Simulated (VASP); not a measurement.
# InSb (F-43m) in VASP: notebook

Runs on InSb. Level: PBE. Tasks: single point.

Program: VASP 6.6.1. These are calculated values, not measurements. Logs are shortened: lines on timing, memory, paths and dates and some standing lists are left out, and cuts for length are marked.

## Step 1: The cell of the first run

Symmetry: F-43m, No. 216, cubic system. The conventional cell has a = 6.493 Å, b = 6.493 Å, c = 6.493 Å, α = 90.00°, β = 90.00°, γ = 90.00°. In (site symmetry -43m) has 4 Sb at 2.81 Å within 3.7 Å. Sb (site symmetry -43m) has 4 In at 2.81 Å within 3.7 Å.

## Step 2: Single point, PBE (strain -1.0%)

The input, INCAR:

```
SYSTEM = InSb
ALGO     = Normal         ! electronic algorithm
EDIFF    = 1E-6           ! SCF threshold, eV
ENCUT    = 520            ! plane-wave cutoff, eV
GGA      = PE             ! functional
ISIF     = 2              ! what is computed and relaxed
ISMEAR   = -1             ! smearing method
LASPH    = .TRUE.         ! aspherical terms in the spheres
LCHARG   = .TRUE.         ! write CHGCAR
LELF     = .TRUE.         ! ELF
LREAL    = .FALSE.        ! projectors in reciprocal space
LVHAR    = .TRUE.       
LWAVE    = .FALSE.        ! write WAVECAR
NBANDS   = 16             ! bands
NELM     = 80             ! most SCF steps
PREC     = Accurate       ! precision mode
SIGMA    = 0.02           ! smearing width, eV
```

The input, KPOINTS:

```
k-points
0
G
  6 6 6
  0 0 0
```

The input, POSCAR:

```
InSb
1.0
    0.0000000000      3.2467178874      3.2467178874
    3.2467178874      0.0000000000      3.2467178874
    3.2467178874      3.2467178874      0.0000000000
In Sb
1 1
Direct
    0.0000000000      0.0000000000      0.0000000000
    0.2500000000      0.2500000000      0.2500000000
```

Potentials or basis: VASP PAW PBE potentials, release 64 (In_d, Sb).

Command:

```sh
$ cat potpaw_PBE.64/In_d/POTCAR potpaw_PBE.64/Sb/POTCAR > POTCAR
$ mpirun -np 1 vasp_std > vasp.out
```

OUTCAR:

```text
SYSTEM = InSb
   EDIFF = 1E-6
   ENCUT = 520
   GGA = PE
   ISIF = 2
   ISMEAR = -1
   LASPH = .TRUE.
   LREAL = .FALSE.
   NELM = 80
   PREC = Accurate

 ion  position               nearest neighbor table
   1  0.000  0.000  0.000-   2 2.81   2 2.81   2 2.81   2 2.81
   2  0.250  0.250  0.250-   1 2.81   1 2.81   1 2.81   1 2.81

  LATTYP: Found a face centered cubic cell.
 ALAT       =     6.4934357748

  Lattice vectors:

 A1 = (   0.0000000000,   3.2467178874,   3.2467178874)
 A2 = (   3.2467178874,   0.0000000000,   3.2467178874)
 A3 = (   3.2467178874,   3.2467178874,   0.0000000000)

Analysis of symmetry for initial positions (statically):
=====================================================================
 Subroutine PRICEL returns:
 Original cell was already a primitive cell.

 Routine SETGRP: Setting up the symmetry group for a
 face centered cubic supercell.

 Subroutine GETGRP returns: Found 24 space group operations
 (whereof 24 operations were pure point group operations)
 out of a pool of 48 trial point group operations.

The static configuration has the point symmetry T_d .

Analysis of symmetry for dynamics (positions and initial velocities):
=====================================================================
 Subroutine PRICEL returns:
 Original cell was already a primitive cell.

 Routine SETGRP: Setting up the symmetry group for a
 face centered cubic supercell.

 Subroutine GETGRP returns: Found 24 space group operations
 (whereof 24 operations were pure point group operations)
 out of a pool of 48 trial point group operations.

The dynamic configuration has the point symmetry T_d .

 Subroutine INISYM returns: Found 24 space group operations
 (whereof 24 operations are pure point group operations),
 and found     1 'primitive' translations

----------------------------------------------------------------------------------------

                                     Primitive cell

  volume of cell :      68.4485

  direct lattice vectors                    reciprocal lattice vectors
     0.000000000  3.246717887  3.246717887    -0.154001677  0.154001677  0.154001677
     3.246717887  0.000000000  3.246717887     0.154001677 -0.154001677  0.154001677
     3.246717887  3.246717887  0.000000000     0.154001677  0.154001677 -0.154001677

  length of vectors
     4.591552470  4.591552470  4.591552470     0.266738729  0.266738729  0.266738729

  position of ions in fractional coordinates (direct lattice)
     0.000000000  0.000000000  0.000000000
     0.250000000  0.250000000  0.250000000

  ion indices of the primitive-cell ions
   primitive index   ion index
                 1           1
                 2           2

----------------------------------------------------------------------------------------

 KPOINTS: k-points

Automatic generation of k-mesh.
 Grid dimensions read from file:
 generate k-points for:    6    6    6

 Generating k-lattice:

  Cartesian coordinates                     Fractional coordinates (reciprocal lattice)
    -0.025666946  0.025666946  0.025666946     0.166666667  0.000000000  0.000000000
     0.025666946 -0.025666946  0.025666946     0.000000000  0.166666667  0.000000000
     0.025666946  0.025666946 -0.025666946     0.000000000  0.000000000  0.166666667

  Length of vectors
     0.044456455  0.044456455  0.044456455

  Shift w.r.t. Gamma in fractional coordinates (k-lattice)
     0.000000000  0.000000000  0.000000000

 Subroutine IBZKPT returns following result:
 ===========================================

 Found     16 irreducible k-points:

 Following reciprocal coordinates:
            Coordinates               Weight
  0.000000  0.000000  0.000000      1.000000
  0.166667  0.000000  0.000000      8.000000
  0.333333  0.000000  0.000000      8.000000
  0.500000  0.000000  0.000000      4.000000
  0.166667  0.166667  0.000000      6.000000
  0.333333  0.166667  0.000000     24.000000
[... 8 lines left out ...]
 -0.333333  0.333333  0.166667     24.000000
 -0.333333  0.500000  0.166667     12.000000
   k-points           NKPTS =     16   k-points in BZ     NKDIM =     16   number of bands    NBANDS=     16
   number of dos      NEDOS =    301   number of ions     NIONS =      2
   total plane-waves  NPLWV =  46656
   dimension x,y,z NGX =    36 NGY =   36 NGZ =   36
   dimension x,y,z NGXF=    72 NGYF=   72 NGZF=   72
   ions per type =               1   1
   NGX,Y,Z   is equivalent  to a cutoff of  13.03, 13.03, 13.03 a.u.
   NGXF,Y,Z  is equivalent  to a cutoff of  26.07, 26.07, 26.07 a.u.
 SYSTEM =  InSb
   PREC   = accura    normal or accurate (medium, high low for compatibility)
   ISTART =      0    job   : 0-new  1-cont  2-samecut
   ICHARG =      2    charge: 1-file 2-atom 10-const
   ISPIN  =      1    spin polarized calculation?
   LNONCOLLINEAR =      F non collinear calculations
   LSORBIT =      F    spin-orbit coupling
   LASPH  =      T    aspherical Exc in radial PAW
   ENCUT  =  520.0 eV  38.22 Ry    6.18 a.u.   8.54  8.54  8.54*2*pi/ulx,y,z
   NELM   =     80;   NELMIN=  2; NELMDL= -5     # of ELM steps
   EDIFF  = 0.1E-05   stopping-criterion for ELM
   LREAL  =      F    real-space projection
   EDIFFG = 0.1E-04   stopping-criterion for IOM
   NSW    =      0    number of steps for IOM
   IBRION =     -1    ionic relax: 0-MD 1-quasi-New 2-CG
   NFREE  =      0    steps in history (QN), initial steepest desc. (CG)
   ISIF   =      2    stress and relaxation
   ISYM   =      2    0-nonsym 1-usesym 2-fastsym
   POTIM  = 0.5000    time-step for ionic-motion
   TEBEG  =    0.0;   TEEND  =   0.0 temperature during run
   PSTRESS=    0.0 pullay stress
   NELECT =      18.0000    total number of electrons
   NUPDOWN=      -1.0000    fix difference up-down
   EMIN   =  10.00;   EMAX   =-10.00  energy-range for DOS
   EFERMI =   0.00;   METHOD = LEGACY
   ISMEAR =    -1;   SIGMA  =   0.02  broadening in eV -4-tet -1-fermi 0-gaus
   EFERMI_NEDOS =   21; number of points for ismear=-14 and -15
   IALGO  =     38    algorithm
   IMIX   =      4    mixing-type and parameters
     AMIX     =   0.40;   BMIX     =  1.00
     AMIX_MAG =   1.60;   BMIX_MAG =  1.00
  volume/ion in A,a.u.               =      34.22       230.96
  Fermi-wavevector in a.u.,A,eV,Ry     =   1.048845  1.982029 14.967427  1.100075
  Thomas-Fermi vector in A             =   2.183783
   LORBIT       =      0    0 simple, 1 ext, 2 COOP (PROOUT), +10 PAW based schemes
   GGA     = PE    functional components
   LHFCALC =     F    Hartree Fock is set to
   AEXX    =    0.0000 exact exchange contribution
   IVDW    =     0    specifies the selected vdW correction
   LEPSILON=     F    determine dielectric tensor
   LRPA    =     F    only Hartree local field effects (RPA)
 non-spin polarized calculation
  energy-cutoff  :      520.00
  volume of cell :       68.45
 maximum number of plane-waves:      1868
 NGX is ok and might be reduce to    36
   NGX = 17   NGY = 17   NGZ = 17

 number of electron      17.9999992 magnetization

 Free energy of the ion-electron system (eV)
  ---------------------------------------------------
  ext. energy  EPLUGINS =         0.00000000
  ---------------------------------------------------
  free energy    TOTEN  =        -6.89312017 eV

  energy without entropy =       -6.89276654  energy(sigma->0) =       -6.89294335

 E-fermi :   5.0562     XC(G=0):  -8.6527

 val. band max:        5.0423620785   @ k =   0.0000   0.0000   0.0000
 cond. band min:       5.5661533552   @ k =   0.5000   0.0000   0.0000
 fundamental gap:      0.5237912766
 Fermi energy:         5.0562250589

 k-point     1 :       0.0000    0.0000    0.0000
  band No.  band energies     occupation
      1      -9.5556      2.00000
      2      -9.5556      2.00000
      3      -9.5556      2.00000
      4      -9.4726      2.00000
      5      -9.4726      2.00000
      6      -5.6330      2.00000
[... 8 lines left out ...]
     15      13.3051      0.00000
     16      13.3051      0.00000

 k-point     2 :       0.1667    0.0000    0.0000
  band No.  band energies     occupation
      1      -9.5672      2.00000
      2      -9.5503      2.00000
      3      -9.5503      2.00000
      4      -9.4729      2.00000
      5      -9.4729      2.00000
      6      -5.3865      2.00000
[... 8 lines left out ...]
     15      12.3533      0.00000
     16      12.3533      0.00000

 k-point     3 :       0.3333    0.0000    0.0000
  band No.  band energies     occupation
      1      -9.5901      2.00000
      2      -9.5410      2.00000
      3      -9.5410      2.00000
      4      -9.4721      2.00000
      5      -9.4721      2.00000
      6      -4.7490      2.00000
[... 8 lines left out ...]
     15      12.7663      0.00000
     16      12.7663      0.00000

 k-point     4 :       0.5000    0.0000    0.0000
  band No.  band energies     occupation
      1      -9.6014      2.00000
      2      -9.5372      2.00000
      3      -9.5372      2.00000
      4      -9.4708      2.00000
      5      -9.4708      2.00000
      6      -4.2824      2.00000
[... 8 lines left out ...]
     15      14.2104      0.00000
     16      14.2104      0.00000

 k-point     5 :       0.1667    0.1667    0.0000
  band No.  band energies     occupation
      1      -9.5767      2.00000
      2      -9.5451      2.00000
      3      -9.5451      2.00000
      4      -9.4765      2.00000
      5      -9.4703      2.00000
      6      -5.3028      2.00000
[... 8 lines left out ...]
     15      12.4275      0.00000
     16      13.5833      0.00000

 k-point     6 :       0.3333    0.1667    0.0000
  band No.  band energies     occupation
      1      -9.5958      2.00000
      2      -9.5369      2.00000
      3      -9.5351      2.00000
      4      -9.4788      2.00000
      5      -9.4689      2.00000
      6      -4.7821      2.00000
[... 8 lines left out ...]
     15      13.3639      0.00000
     16      13.7039      0.00000

 k-point     7 :       0.5000    0.1667    0.0000
  band No.  band energies     occupation
      1      -9.6071      2.00000
      2      -9.5333      2.00000
      3      -9.5305      2.00000
      4      -9.4761      2.00000
      5      -9.4696      2.00000
      6      -4.1720      2.00000
[... 8 lines left out ...]
     15      14.0385      0.00000
     16      14.3026      0.00000

 k-point     8 :      -0.3333    0.1667    0.0000
  band No.  band energies     occupation
      1      -9.6019      2.00000
      2      -9.5344      2.00000
      3      -9.5344      2.00000
      4      -9.4736      2.00000
      5      -9.4723      2.00000
      6      -4.3444      2.00000
[... 8 lines left out ...]
     15      12.8801      0.00000
     16      14.1832      0.00000

 k-point     9 :      -0.1667    0.1667    0.0000
  band No.  band energies     occupation
      1      -9.5837      2.00000
      2      -9.5444      2.00000
      3      -9.5406      2.00000
      4      -9.4751      2.00000
      5      -9.4714      2.00000
      6      -5.0015      2.00000
[... 8 lines left out ...]
     15      12.8404      0.00000
     16      13.2366      0.00000

 k-point    10 :       0.3333    0.3333    0.0000
  band No.  band energies     occupation
      1      -9.6154      2.00000
      2      -9.5236      2.00000
      3      -9.5236      2.00000
      4      -9.4861      2.00000
      5      -9.4659      2.00000
      6      -4.4170      2.00000
[... 8 lines left out ...]
     15      14.3918      0.00000
     16      15.2279      0.00000

 k-point    11 :       0.5000    0.3333    0.0000
  band No.  band energies     occupation
      1      -9.6237      2.00000
      2      -9.5205      2.00000
      3      -9.5181      2.00000
      4      -9.4862      2.00000
      5      -9.4662      2.00000
      6      -3.8820      2.00000
[... 8 lines left out ...]
     15      14.6635      0.00000
     16      15.2560      0.00000

 k-point    12 :      -0.3333    0.3333    0.0000
  band No.  band energies     occupation
      1      -9.6159      2.00000
      2      -9.5270      2.00000
      3      -9.5228      2.00000
      4      -9.4793      2.00000
      5      -9.4708      2.00000
      6      -3.8410      2.00000
[... 8 lines left out ...]
     15      12.8205      0.00000
     16      16.0394      0.00000

 k-point    13 :       0.5000    0.5000    0.0000
  band No.  band energies     occupation
      1      -9.6334      2.00000
      2      -9.5126      2.00000
      3      -9.5126      2.00000
      4      -9.4914      2.00000
      5      -9.4637      2.00000
      6      -3.6792      2.00000
[... 8 lines left out ...]
     15      15.2345      0.00000
     16      15.6065      0.00000

 k-point    14 :       0.5000    0.3333    0.1667
  band No.  band energies     occupation
      1      -9.6105      2.00000
      2      -9.5307      2.00000
      3      -9.5252      2.00000
      4      -9.4807      2.00000
      5      -9.4688      2.00000
      6      -4.2278      2.00000
[... 8 lines left out ...]
     15      13.8581      0.00000
     16      15.2840      0.00000

 k-point    15 :      -0.3333    0.3333    0.1667
  band No.  band energies     occupation
      1      -9.6156      2.00000
      2      -9.5298      2.00000
      3      -9.5206      2.00000
      4      -9.4792      2.00000
      5      -9.4707      2.00000
      6      -3.8404      2.00000
[... 8 lines left out ...]
     15      14.6415      0.00000
     16      15.1076      0.00000

 k-point    16 :      -0.3333    0.5000    0.1667
  band No.  band energies     occupation
      1      -9.6243      2.00000
      2      -9.5234      2.00000
      3      -9.5146      2.00000
      4      -9.4847      2.00000
      5      -9.4679      2.00000
      6      -3.6523      2.00000
[... 8 lines left out ...]
     15      14.7922      0.00000
     16      15.4995      0.00000

------------------------ aborting loop because EDIFF is reached ----------------------------------------

  FORCE on cell =-STRESS in cart. coord.  units (eV):
  Direction    XX          YY          ZZ          XY          YZ          ZX
  --------------------------------------------------------------------------------------
  -------------------------------------------------------------------------------------
  Total        1.2112736      1.2112736      1.2112736     -0.0000000      0.0000000     -0.0000000
  in kB       28.3523570     28.3523570     28.3523570     -0.0000000      0.0000000     -0.0000000
  external PRESSURE =      28.3523570 kB  Pullay stress =       0.0000000 kB

 VOLUME and BASIS-vectors are now :
 -----------------------------------------------------------------------------
  energy-cutoff  :      520.00
  volume of cell :       68.45
      direct lattice vectors                 reciprocal lattice vectors
     0.000000000  3.246717887  3.246717887    -0.154001677  0.154001677  0.154001677
     3.246717887  0.000000000  3.246717887     0.154001677 -0.154001677  0.154001677
     3.246717887  3.246717887  0.000000000     0.154001677  0.154001677 -0.154001677

 POSITION                                       TOTAL-FORCE (eV/Angst)
 -----------------------------------------------------------------------------------
      0.00000      0.00000      0.00000         0.000000     -0.000000      0.000000
      1.62336      1.62336      1.62336        -0.000000      0.000000     -0.000000
 -----------------------------------------------------------------------------------
    total drift:                               -0.000000     -0.000000     -0.000000

  FREE ENERGIE OF THE ION-ELECTRON SYSTEM (eV)
  ---------------------------------------------------
  free  energy   TOTEN  =        -6.8931201703 eV

  energy  without entropy=       -6.8927665377  energy(sigma->0) =       -6.89294335
```

Run time: 29 s. Hardware: 1 thread of Intel Xeon Platinum 8375C at 2.90GHz (Ice Lake), shared host; peak memory 0.21 GiB.

What came out:

```yaml
Free_energy: -6.8931 eV
Pressure: 2.8 GPa
Band_gap_on_the_k_mesh: zero (filled and empty bands touch)
```

Caveat: the cell differs from its parent crystal (strain -1.0%); semilocal functionals underestimate gaps, so a narrow gap can read as zero; spin-orbit coupling is left out, which moves the levels of the heavy elements.

## Step 3: Single point, PBE (strain +1.0%)

The input, INCAR:

```
PREC = Accurate ; ENCUT = 520
EDIFF = 1E-7 ; ISMEAR = -1
SIGMA = 0.02 ; LREAL = False
LASPH = True ; NELM = 100
ALGO = Normal ; ISIF = 2
LWAVE = False ; LCHARG = False
GGA = PE ; NBANDS = 16
```

The input, KPOINTS:

```
Automatic mesh
0
Gamma
  6 6 6
```

The input, POSCAR:

```
InSb
1.0
    0.0000000000      3.3123081477      3.3123081477
    3.3123081477      0.0000000000      3.3123081477
    3.3123081477      3.3123081477      0.0000000000
In Sb
1 1
Direct
    0.0000000000      0.0000000000      0.0000000000
    0.2500000000      0.2500000000      0.2500000000
```

Potentials or basis: VASP PAW PBE potentials, release 64 (In_d, Sb).

Command:

```sh
$ cat potpaw_PBE.64/In_d/POTCAR potpaw_PBE.64/Sb/POTCAR > POTCAR
$ mpirun -np 1 vasp_std > vasp.out
```

Run time: 28 s. Hardware: 1 thread of Intel Xeon Platinum 8375C at 2.90GHz (Ice Lake), shared host; peak memory 0.2 GiB.

It converged, with:

| Property | Result |
| --- | --- |
| Free energy | -6.9322 eV |
| Pressure | 0.2 GPa |
| Band gap on the k mesh | zero (filled and empty bands touch) |

Levels at points of the mesh, in eV from the Fermi level:
| k point | band 7 | band 8 | band 9 | band 10 | band 11 | band 12 |
| --- | --- | --- | --- | --- | --- | --- |
| (0.00, 0.00, 0.00) | -0.58 | -0.01 | -0.01 | -0.01 | 2.95 | 2.95 |
| (0.50, 0.00, 0.00) | -5.34 | -0.92 | -0.92 | 0.41 | 3.78 | 3.78 |
| (0.50, 0.50, 0.00) | -5.66 | -2.07 | -2.07 | 1.34 | 1.44 | 7.74 |

Caveat: the cell differs from its parent crystal (strain +1.0%); semilocal functionals underestimate gaps, so a narrow gap can read as zero; spin-orbit coupling is left out, which moves the levels of the heavy elements.
